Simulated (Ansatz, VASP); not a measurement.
Two plane-wave programs on TiAl

The input INCAR:

```
SYSTEM = TiAl
PREC     = Accurate       ! precision mode
ENCUT    = 520            ! plane-wave cutoff, eV
EDIFF    = 1E-6           ! SCF threshold, eV
ISMEAR   = 0              ! smearing method
SIGMA    = 0.15           ! smearing width, eV
LREAL    = .FALSE.        ! projectors in reciprocal space
LASPH    = .TRUE.         ! aspherical terms in the spheres
NELM     = 100            ! most SCF steps
ALGO     = Fast           ! electronic algorithm
ISIF     = 2              ! what is computed and relaxed
LWAVE    = .FALSE.        ! write WAVECAR
LCHARG   = .TRUE.         ! write CHGCAR
GGA      = PS             ! functional
LELF     = .TRUE.         ! ELF
LVHAR    = .TRUE.       
NBANDS   = 14             ! bands
```

KPOINTS

```
regular mesh
0
G
  18 18 10
  0 0 0
```

The input POSCAR:

```
TiAl
1.0
    2.8672622327      0.0000000000      0.0000000000
   -1.4336311163      2.4831219328      0.0000000000
    0.0000000000      0.0000000000      4.6780830000
Ti Al
1 1
Direct
    0.0000000000      0.0000000000      0.0000000000
    0.3593911601      0.5954753599      0.5000000000
```

Input for Ansatz:

```yaml
crystal:
  lattice:
    - [2.8672622327, 0.0, 0.0]
    - [-1.4336311163, 2.4831219328, 0.0]
    - [0.0, 0.0, 4.678083]
  atoms:
    - { symbol: Ti, position: [0.0, 0.0, 0.0] }
    - { symbol: Al, position: [0.3593911601, 0.5954753599, 0.5] }
basis:
  ecutwfc: 420
kpoints:
  mp_grid: { grid: [18, 18, 10] }
hamiltonian:
  xc: pbesol
scf:
  occupations: { method: gaussian, width: 0.15 }
output:
  forces: true
  stress: true
  eigenvalues: true
```

Change from the starting cell: all Al atoms moved +0.250 Å, as atom 2 along Cartesian [1 -1 0].

Alike in both runs: task single point; functional PBEsol; k mesh 18 × 18 × 10; occupations gaussian, width 0.15 eV; no spin polarisation.

|  | VASP | Ansatz |
| --- | --- | --- |
| version | VASP 6.6.1 | Ansatz 0.2.0 |
| potentials or method | VASP PAW PBE potentials, release 64 (Ti_sv, Al), cutoff 520 eV | scalar-relativistic, plane waves, PAW |
| valence electrons in the cell | 15 | 15 |

```tsv
	VASP	Ansatz	Ansatz less VASP
gap on the k mesh at the Fermi level (eV)	none	none	-
pressure (GPa)	-2.4	-2.4	-0.02
traceless stress, the component that is largest in VASP (GPa)	2.67	2.67	-0.004
rms of the force components (eV/Å)	0.221	0.221	-0.0001
```

VASP's potentials were made for PBE, not for PBEsol. Atom by atom the forces differ by 0.000 eV/Å (rms over components). A gap of «none» marks a metal or a gap that the smearing closes.
